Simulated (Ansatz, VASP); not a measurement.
**Two plane-wave programs on CsBr**

Contents of INCAR:

```
SYSTEM = CsBr
PREC = Accurate ; ENCUT = 500
EDIFF = 1E-6 ; ISMEAR = 0
SIGMA = 0.02 ; LREAL = .FALSE.
LASPH = .TRUE. ; NELM = 120
ALGO = Normal ; ISIF = 2
LWAVE = .FALSE. ; LCHARG = .FALSE.
GGA = PS ; NBANDS = 15
GGA_COMPAT = .FALSE.
```

The input KPOINTS:

```
regular mesh
0
G
  6 6 6
  0 0 0
```

Contents of POSCAR:

```
CsBr
1.0
    4.1348000000      0.0000000000      0.0000000000
    0.0000000000      4.1348000000      0.0000000000
    0.0000000000      0.0000000000      4.1348000000
Cs Br
1 1
Direct
    0.0000000000      0.0000000000      0.0000000000
    0.5000000000      0.5000000000      0.5000000000
```

Input for Ansatz:

```yaml
crystal:
  lattice:
    - [4.1348, 0.0, 0.0]
    - [0.0, 4.1348, 0.0]
    - [0.0, 0.0, 4.1348]
  atoms:
    - { symbol: Cs, position: [0.0, 0.0, 0.0] }
    - { symbol: Br, position: [0.5, 0.5, 0.5] }
basis:
  ecutwfc: 420
kpoints:
  mp_grid: { grid: [6, 6, 6] }
hamiltonian:
  xc: pbesol
scf:
  occupations: { method: gaussian, width: 0.02 }
output:
  forces: true
  stress: true
  eigenvalues: true
```

Alike in both runs: task single point; functional PBEsol; k mesh 6 × 6 × 6; occupations gaussian, width 0.02 eV; no spin polarisation.

|  | VASP | Ansatz |
| --- | --- | --- |
| version | VASP 6.6.1 | Ansatz 0.2.0 |
| potentials or method | VASP PAW PBE potentials, release 64 (Cs_sv, Br), cutoff 500 eV | scalar-relativistic, plane waves, PAW |
| valence electrons in the cell | 16 | 16 |

Ansatz gave:

- gap on the k mesh at the Fermi level (eV): 4.63
- least direct gap on the mesh (eV): 4.63
- pressure (GPa): 1.5

Problem. Which values does VASP return?

Solution. gap on the k mesh at the Fermi level (eV): 4.61; least direct gap on the mesh (eV): 4.61; pressure (GPa): 1.6.

VASP's potentials were made for PBE, not for PBEsol.

Neither program's run includes spin-orbit coupling.
